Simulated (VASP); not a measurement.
# Br (Cmce) in VASP: a series of runs, part 3 of 3

VASP 6.6.1.

## (6) Single point, PBEsol (volume scaled by 0.94)

Contents of INCAR:

```
SYSTEM = Br
ALGO = Normal ; EDIFF = 1E-7
ENCUT = 520 ; GGA = PS
ISIF = 2 ; ISMEAR = -1
LASPH = .True. ; LCHARG = .False.
LREAL = .False. ; LWAVE = .False.
NBANDS = 22 ; NELM = 80
PREC = Accurate ; SIGMA = 0.05
```

Contents of KPOINTS:

```
k-points
0
Gamma
  7 7 3
  0 0 0
```

Contents of POSCAR:

```
Br
1.0
    3.2945929801     -2.2751377168      0.0000000000
    3.2945929801      2.2751377168      0.0000000000
    0.0000000000      0.0000000000      8.5246521939
Br
4
Direct
    0.3651000000      0.6349000000      0.3901000000
    0.1349000000      0.8651000000      0.8901000000
    0.6349000000      0.3651000000      0.6099000000
    0.8651000000      0.1349000000      0.1099000000
```

Potentials or basis: VASP PAW PBE potentials, release 64 (Br).

Launch:

```sh
$ cat potpaw_PBE.64/Br/POTCAR > POTCAR
$ mpirun -np 1 vasp_std > vasp.out
```

OUTCAR:

```text
SYSTEM = Br
   EDIFF = 1E-7
   ENCUT = 520
   GGA = PS
   ISIF = 2
   ISMEAR = -1
   LASPH = .True.
   LREAL = .False.
   NELM = 80
   PREC = Accurate

 ion  position               nearest neighbor table
   1  0.365  0.635  0.390-   3 2.24
   2  0.135  0.865  0.890-   4 2.24
   3  0.635  0.365  0.610-   1 2.24
   4  0.865  0.135  0.110-   2 2.24

  LATTYP: Found a base centered orthorhombic cell.
 ALAT       =     4.5502754336
 B/A-ratio  =     1.4480850789
 C/A-ratio  =     1.8734365245

  Lattice vectors:

 A1 = (  -3.2945929801,  -2.2751377168,   0.0000000000)
 A2 = (   3.2945929801,  -2.2751377168,   0.0000000000)
 A3 = (   0.0000000000,   0.0000000000,   8.5246521939)

Analysis of symmetry for initial positions (statically):
=====================================================================
 Subroutine PRICEL returns:
 Original cell was already a primitive cell.

 Routine SETGRP: Setting up the symmetry group for a
 base centered orthorhombic supercell.

 Subroutine GETGRP returns: Found  8 space group operations
 (whereof  4 operations were pure point group operations)
 out of a pool of  8 trial point group operations.

The static configuration has the point symmetry C_2h.
 The point group associated with its full space group is D_2h.

Analysis of symmetry for dynamics (positions and initial velocities):
=====================================================================
 Subroutine PRICEL returns:
 Original cell was already a primitive cell.

 Routine SETGRP: Setting up the symmetry group for a
 base centered orthorhombic supercell.

 Subroutine GETGRP returns: Found  8 space group operations
 (whereof  4 operations were pure point group operations)
 out of a pool of  8 trial point group operations.

The dynamic configuration has the point symmetry C_2h.
[... 113 lines left out ...]
   TEBEG  =    0.0;   TEEND  =   0.0 temperature during run
   PSTRESS=    0.0 pullay stress
   NELECT =      28.0000    total number of electrons
   NUPDOWN=      -1.0000    fix difference up-down
   EMIN   =  10.00;   EMAX   =-10.00  energy-range for DOS
   EFERMI =   0.00;   METHOD = LEGACY
   ISMEAR =    -1;   SIGMA  =   0.05  broadening in eV -4-tet -1-fermi 0-gaus
   EFERMI_NEDOS =   21; number of points for ismear=-14 and -15
   IALGO  =     38    algorithm
   IMIX   =      4    mixing-type and parameters
     AMIX     =   0.40;   BMIX     =  1.00
     AMIX_MAG =   1.60;   BMIX_MAG =  1.00
  volume/ion in A,a.u.               =      31.95       215.60
  Fermi-wavevector in a.u.,A,eV,Ry     =   0.986936  1.865038 13.252643  0.974042
  Thomas-Fermi vector in A             =   2.118353
   LORBIT       =      0    0 simple, 1 ext, 2 COOP (PROOUT), +10 PAW based schemes
   GGA     = PS    functional components
   LHFCALC =     F    Hartree Fock is set to
   AEXX    =    0.0000 exact exchange contribution
   IVDW    =     0    specifies the selected vdW correction
   LEPSILON=     F    determine dielectric tensor
   LRPA    =     F    only Hartree local field effects (RPA)
 non-spin polarized calculation
  energy-cutoff  :      520.00
  volume of cell :      127.80
 maximum number of plane-waves:      3465
 NGX is ok and might be reduce to    30
   NGX = 15   NGY = 15   NGZ = 31

 number of electron      27.9999988 magnetization

 Free energy of the ion-electron system (eV)
  ---------------------------------------------------
  ext. energy  EPLUGINS =         0.00000000
  ---------------------------------------------------
  free energy    TOTEN  =        -7.09814581 eV

  energy without entropy =       -7.09814580  energy(sigma->0) =       -7.09814581

 E-fermi :   1.1208     XC(G=0):  -8.3322

 val. band max:        0.0747620281   @ k =  -0.4286   0.4286   0.0000
 cond. band min:       2.1087020779   @ k =   0.1429   0.0000   0.0000
 fundamental gap:      2.0339400498
 Fermi energy:         1.1207897719

 k-point     1 :       0.0000    0.0000    0.0000
  band No.  band energies     occupation
      1     -16.2439      2.00000
      2     -15.8891      2.00000
      3     -13.1266      2.00000
      4     -12.3170      2.00000
      5      -5.1694      2.00000
      6      -3.9953      2.00000
[... 589 lines left out ...]
     21       9.6213      0.00000
     22       9.8498      0.00000

 [... further k-points ...]
[... 5 lines left out ...]
  --------------------------------------------------------------------------------------
  -------------------------------------------------------------------------------------
  Total        0.2392354      1.0825927      3.8002087      0.0000000      0.0000000      0.0000000
  in kB        2.9992996     13.5724912     47.6433073      0.0000000      0.0000000      0.0000000
  external PRESSURE =      21.4050327 kB  Pullay stress =       0.0000000 kB

 VOLUME and BASIS-vectors are now :
 -----------------------------------------------------------------------------
  energy-cutoff  :      520.00
  volume of cell :      127.80
      direct lattice vectors                 reciprocal lattice vectors
     3.294592980 -2.275137717  0.000000000     0.151763815 -0.219766916  0.000000000
     3.294592980  2.275137717  0.000000000     0.151763815  0.219766916  0.000000000
     0.000000000  0.000000000  8.524652194     0.000000000  0.000000000  0.117306839

 POSITION                                       TOTAL-FORCE (eV/Angst)
 -----------------------------------------------------------------------------------
      3.29459      0.61383      3.32547         0.000000      0.785569     -1.313478
      3.29459      1.66131      7.58779         0.000000     -0.785569     -1.313478
      3.29459     -0.61383      5.19919         0.000000     -0.785569      1.313478
      3.29459     -1.66131      0.93686         0.000000      0.785569      1.313478
 -----------------------------------------------------------------------------------
    total drift:                               -0.000000      0.000000      0.000000

  FREE ENERGIE OF THE ION-ELECTRON SYSTEM (eV)
  ---------------------------------------------------
  free  energy   TOTEN  =        -7.0981458059 eV

  energy  without entropy=       -7.0981458049  energy(sigma->0) =       -7.09814581
```

It took 38 s on 1 thread of Intel Xeon 6975P-C (Granite Rapids), shared host; peak memory 0.25 GiB.

What came out:

```
Free energy            : -7.0981 eV
Pressure               : 2.1 GPa
Largest force          : 1.530 eV/Å
Band gap on the k mesh : 2.03 eV, indirect (least direct gap 2.05 eV)
```

Forces in eV/Å, atoms in the order of the input:
```
Br   0.000  0.786 -1.313
Br   0.000 -0.786 -1.313
Br   0.000 -0.786  1.313
Br   0.000  0.786  1.313
```

Stress tensor (GPa, compression positive):
```
0.30 0.00 0.00
0.00 1.36 0.00
0.00 0.00 4.76
```

Levels at points of the mesh, in eV from the valence-band top:
```
           k point  band 11  band 12  band 13  band 14  band 15  band 16  band 17  band 18
(0.00, 0.00, 0.00)    -1.04    -0.39    -0.07    -0.01     2.04     2.84     5.84     6.42
```

Caveat: the PAW data sets were made with another functional, which shifts forces and pressure a little.

## (7) Overview

| level | potentials or basis | cell | gap on the mesh (eV) | pressure (GPa) | largest force (eV/Å) |
| --- | --- | --- | --- | --- | --- |
| revPBE+D3(BJ) | VASP PAW PBE potentials, release 64 (Br) | a = 3.990, b = 3.990, c = 8.572 Å, angles 90.0, 90.0, 63.2°, 4 atoms | 1.40 | 0.0 | - |
| BLYP+D3(BJ) | VASP PAW PBE potentials, release 64 (Br) | a = 3.965, b = 3.965, c = 8.589 Å, angles 90.0, 90.0, 64.1°, 4 atoms | 1.26 | 0.0 | 0.02 |
| BLYP+D4 | VASP PAW PBE potentials, release 64 (Br) | a = 3.990, b = 3.990, c = 8.607 Å, angles 90.0, 90.0, 63.9°, 4 atoms | 1.26 | 0.1 | 0.02 |
| LDA | VASP PAW LDA potentials, release 64 (Br) | a = 4.004, b = 4.004, c = 8.525 Å, angles 90.0, 90.0, 69.3°, 4 atoms | 1.95 | 0.7 | 1.49 |
| PBEsol | VASP PAW PBE potentials, release 64 (Br) | a = 4.004, b = 4.004, c = 8.525 Å, angles 90.0, 90.0, 69.3°, 4 atoms | 2.03 | 2.1 | 1.53 |

Alike in all rows: task single point; no spin polarisation; k mesh 7 × 7 × 3; cutoff (eV) 520; smearing fermi-dirac 0.05 eV.

Caveats: the PAW data sets were made with another functional, which shifts forces and pressure a little (some runs); forces of over 1 eV/Å act on the atoms, so gaps and moduli don't describe the material at rest (some runs).

Total energies depend on the potentials used, so only differences within one code and one set of settings carry meaning.
